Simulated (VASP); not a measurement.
# HfB2 (P6/mmm) in VASP: notebook

HfB2 is run at these levels: PBE; tasks: electric field gradients.

Program: VASP 6.6.1. These are calculated values, not measurements. Logs are shortened: lines on timing, memory, paths and dates and some standing lists are left out, and cuts for length are marked.

## 1. The cell of the first run

The structure is hexagonal, space group P6/mmm (No. 191). Conventional cell: a = 3.129 Å, b = 3.129 Å, c = 3.468 Å, α = 90.00°, β = 90.00°, γ = 120.00°. Within 3.3 Å of Hf (site symmetry 6/mmm) lie 12 B at 2.50 Å and 6 Hf at 3.13 Å. Within 2.4 Å of B (site symmetry -6m2) lie 3 B at 1.81 Å.

## 2. Electric field gradients, PBE (volume scaled by 0.99)

The input, INCAR:

```
SYSTEM = HfB2
PREC = Accurate
ENCUT = 520
EDIFF = 1E-8
ISMEAR = -1
SIGMA = 0.05
LREAL = .FALSE.
LASPH = .TRUE.
NELM = 80
ALGO = Normal
ISIF = 2
LWAVE = .FALSE.
LCHARG = .FALSE.
GGA = PE
LEFG = .TRUE.
NBANDS = 15
```

The input, KPOINTS:

```
Automatic mesh
0
G
  13 13 11
  0 0 0
```

The input, POSCAR:

```
HfB2
1.0
    3.1294983495      0.0000000000      0.0000000000
   -1.5647491748      2.7102250717      0.0000000000
    0.0000000000      0.0000000000      3.4683611171
Hf B
1 2
Direct
    0.0000000000      0.0000000000      0.0000000000
    0.3333333333      0.6666666667      0.5000000000
    0.6666666667      0.3333333333      0.5000000000
```

Potentials or basis: VASP PAW PBE potentials, release 64 (Hf_pv, B).

On the command line:

```
$ cat potpaw_PBE.64/Hf_pv/POTCAR potpaw_PBE.64/B/POTCAR > POTCAR
$ mpirun -np 1 vasp_std > vasp.out
```

OUTCAR:

```text
SYSTEM = HfB2
   PREC = Accurate
   ENCUT = 520
   EDIFF = 1E-8
   ISMEAR = -1
   LREAL = .FALSE.
   LASPH = .TRUE.
   NELM = 80
   ISIF = 2
   GGA = PE

 ion  position               nearest neighbor table
   1  0.000  0.000  0.000-   2 2.50   3 2.50   2 2.50   3 2.50   2 2.50   2 2.50   3 2.50   3 2.50
                             3 2.50   3 2.50   2 2.50   2 2.50
   2  0.333  0.667  0.500-   3 1.81   3 1.81   3 1.81   1 2.50   1 2.50   1 2.50   1 2.50   1 2.50
                             1 2.50
   3  0.667  0.333  0.500-   2 1.81   2 1.81   2 1.81   1 2.50   1 2.50   1 2.50   1 2.50   1 2.50
                             1 2.50

  LATTYP: Found a hexagonal cell.
 ALAT       =     3.1294983495
 C/A-ratio  =     1.1082802193

  Lattice vectors:

 A1 = (   3.1294983495,   0.0000000000,   0.0000000000)
 A2 = (  -1.5647491748,   2.7102250717,   0.0000000000)
 A3 = (   0.0000000000,   0.0000000000,   3.4683611171)

Analysis of symmetry for initial positions (statically):
=====================================================================
 Subroutine PRICEL returns:
 Original cell was already a primitive cell.

 Routine SETGRP: Setting up the symmetry group for a
 hexagonal supercell.

 Subroutine GETGRP returns: Found 24 space group operations
 (whereof 24 operations were pure point group operations)
 out of a pool of 24 trial point group operations.

The static configuration has the point symmetry D_6h.

Analysis of symmetry for dynamics (positions and initial velocities):
=====================================================================
 Subroutine PRICEL returns:
 Original cell was already a primitive cell.

 Routine SETGRP: Setting up the symmetry group for a
 hexagonal supercell.

 Subroutine GETGRP returns: Found 24 space group operations
 (whereof 24 operations were pure point group operations)
 out of a pool of 24 trial point group operations.

The dynamic configuration has the point symmetry D_6h.

 Subroutine INISYM returns: Found 24 space group operations
 (whereof 24 operations are pure point group operations),
 and found     1 'primitive' translations

----------------------------------------------------------------------------------------

                                     Primitive cell

  volume of cell :      29.4174

[... 142 lines left out ...]
 fundamental gap:      0.0897754168
 Fermi energy:         7.8359900568

 k-point     1 :       0.0000    0.0000    0.0000
  band No.  band energies     occupation
      1     -22.8516      2.00000
      2     -22.3412      2.00000
      3     -22.3412      2.00000
      4      -6.0619      2.00000
      5       4.7216      2.00000
      6       4.8313      2.00000
      7       4.8313      2.00000
      8       4.9716      2.00000
      9      11.8278      0.00000
     10      11.8278      0.00000
     11      12.4657      0.00000
     12      12.4657      0.00000
     13      12.7838      0.00000
     14      12.7838      0.00000
[... 401 lines left out ...]
      2     -22.5188      2.00000
      3     -22.3794      2.00000
      4      -5.4346      2.00000
      5       3.5447      2.00000
      6       3.8821      2.00000
      7       4.8064      2.00000
      8       5.8294      2.00000
      9      10.0256      0.00000
     10      10.4910      0.00000
     11      12.4045      0.00000
     12      12.5713      0.00000
     13      13.3695      0.00000
     14      14.7422      0.00000
     15      15.1582      0.00000

 [... further k-points ...]
[... 5 lines left out ...]
  --------------------------------------------------------------------------------------
  -------------------------------------------------------------------------------------
  Total        0.6623847      0.6623847      0.6636171     -0.0000000      0.0000000     -0.0000000
  in kB       36.0758431     36.0758431     36.1429628     -0.0000000      0.0000000     -0.0000000
  external PRESSURE =      36.0982163 kB  Pullay stress =       0.0000000 kB

 VOLUME and BASIS-vectors are now :
 -----------------------------------------------------------------------------
  energy-cutoff  :      520.00
  volume of cell :       29.42
      direct lattice vectors                 reciprocal lattice vectors
     3.129498349  0.000000000  0.000000000     0.319540031  0.184486523  0.000000000
    -1.564749175  2.710225072  0.000000000     0.000000000  0.368973046  0.000000000
     0.000000000  0.000000000  3.468361117     0.000000000  0.000000000  0.288320612

 POSITION                                       TOTAL-FORCE (eV/Angst)
 -----------------------------------------------------------------------------------
      0.00000      0.00000      0.00000        -0.000000      0.000000      0.000000
     -0.00000      1.80682      1.73418         0.000000      0.000000      0.000000
      1.56475      0.90341      1.73418        -0.000000      0.000000      0.000000
 -----------------------------------------------------------------------------------
    total drift:                               -0.000000      0.000000      0.000000

  FREE ENERGIE OF THE ION-ELECTRON SYSTEM (eV)
  ---------------------------------------------------
  free  energy   TOTEN  =       -26.3978552201 eV

  energy  without entropy=      -26.3961701779  energy(sigma->0) =      -26.39701270

 Electric field gradients (V/A^2)
---------------------------------------------------------------------
 ion       V_xx      V_yy      V_zz      V_xy      V_xz      V_yz
---------------------------------------------------------------------
   1     -38.549   -38.549    77.098    -0.000     0.000     0.000
   2      -0.760    -0.760     1.521    -0.000     0.000    -0.000
   3      -0.760    -0.760     1.521    -0.000     0.000    -0.000
---------------------------------------------------------------------

 Electric field gradients after diagonalization (V/A^2)
 (convention: |V_zz| > |V_xx| > |V_yy|)
----------------------------------------------------------------------
 ion       V_xx      V_yy      V_zz     asymmetry (V_yy - V_xx)/ V_zz
----------------------------------------------------------------------
   1     -38.549   -38.549    77.098       0.000
   2      -0.760    -0.760     1.521       0.000
   3      -0.760    -0.760     1.521       0.000
----------------------------------------------------------------------

           NMR quadrupolar parameters

 Cq : quadrupolar parameter    Cq=e*Q*V_zz/h
 eta: asymmetry parameters     (V_yy - V_xx)/ V_zz
 Q  : nuclear electric quadrupole moment in mb (millibarn)
----------------------------------------------------------------------
 ion       Cq(MHz)       eta       Q (mb)
----------------------------------------------------------------------
   1       0.186       0.000       1.000
   2       0.004       0.000       1.000
   3       0.004       0.000       1.000
----------------------------------------------------------------------
```

OSZICAR:

```text
N       E                     dE             d eps       ncg     rms          rms(c)
DAV:   1     0.285002772658E+02    0.28500E+02   -0.79920E+03  3780   0.101E+03
DAV:   2    -0.272833835494E+02   -0.55784E+02   -0.52142E+02  4979   0.219E+02
DAV:   3    -0.287826853341E+02   -0.14993E+01   -0.14932E+01  4963   0.264E+01
DAV:   4    -0.287888559174E+02   -0.61706E-02   -0.61694E-02  4424   0.208E+00
DAV:   5    -0.287888917420E+02   -0.35825E-04   -0.35823E-04  4879   0.141E-01    0.534E+01
DAV:   6    -0.265164276182E+02    0.22725E+01   -0.27852E+00  4599   0.121E+01    0.391E+01
DAV:   7    -0.264657654493E+02    0.50662E-01   -0.94684E-01  4851   0.717E+00    0.117E+01
DAV:   8    -0.264021025637E+02    0.63663E-01   -0.23927E-01  4410   0.373E+00    0.165E+00
DAV:   9    -0.263980234816E+02    0.40791E-02   -0.18977E-02  4417   0.112E+00    0.380E-01
DAV:  10    -0.263978497712E+02    0.17371E-03   -0.74582E-04  4823   0.229E-01    0.251E-01
DAV:  11    -0.263978575358E+02   -0.77646E-05   -0.49494E-05  4578   0.532E-02    0.954E-02
DAV:  12    -0.263978551090E+02    0.24269E-05   -0.30428E-06  4599   0.127E-02    0.115E-02
DAV:  13    -0.263978551945E+02   -0.85535E-07   -0.21024E-07  4774   0.367E-03    0.146E-03
DAV:  14    -0.263978552053E+02   -0.10779E-07   -0.20912E-08  4312   0.120E-03    0.959E-04
DAV:  15    -0.263978552238E+02   -0.18519E-07   -0.21718E-09  2198   0.382E-04    0.877E-04
DAV:  16    -0.263978552201E+02    0.36680E-08   -0.16550E-10  2051   0.111E-04
   1 F= -.26397855E+02 E0= -.26397013E+02  d E =-.168504E-02
```

stdout:

```text
POSCAR found type information on POSCAR HfB
 POSCAR found :  2 types and       3 ions
 scaLAPACK will be used
 LDA part: xc-table for (Slater+PW92), standard interpolation
 POSCAR, INCAR and KPOINTS ok, starting setup
 FFT: planning ... GRIDC
 FFT: planning ... GRID_SOFT
 FFT: planning ... GRID
 WAVECAR not read
 entering main loop
ion   1

ion   2

ion   3
```

It took 68 s on 1 thread of AMD EPYC 9R45 (Zen 5), shared host; peak memory 0.15 GiB.

What came out:

- Free energy: -26.3979 eV
- Pressure: 3.6 GPa
- Band gap on the k mesh: zero (band 8 reaches 8.40 eV, above the bottom of band 9 at 7.36 eV)

Electric field gradients, principal values (V/Å²):
```tsv
atom	least	middle	greatest (by size)
1 Hf	-38.549	-38.549	77.098
2 B	-0.760	-0.760	1.521
3 B	-0.760	-0.760	1.521
```

Caveat: without QUAD_EFG the Cq values of the log hold for a quadrupole moment of 1 mb, not for the nuclei; spin-orbit coupling is left out, which moves the levels of the heavy elements.

[end of part 1 of 3]
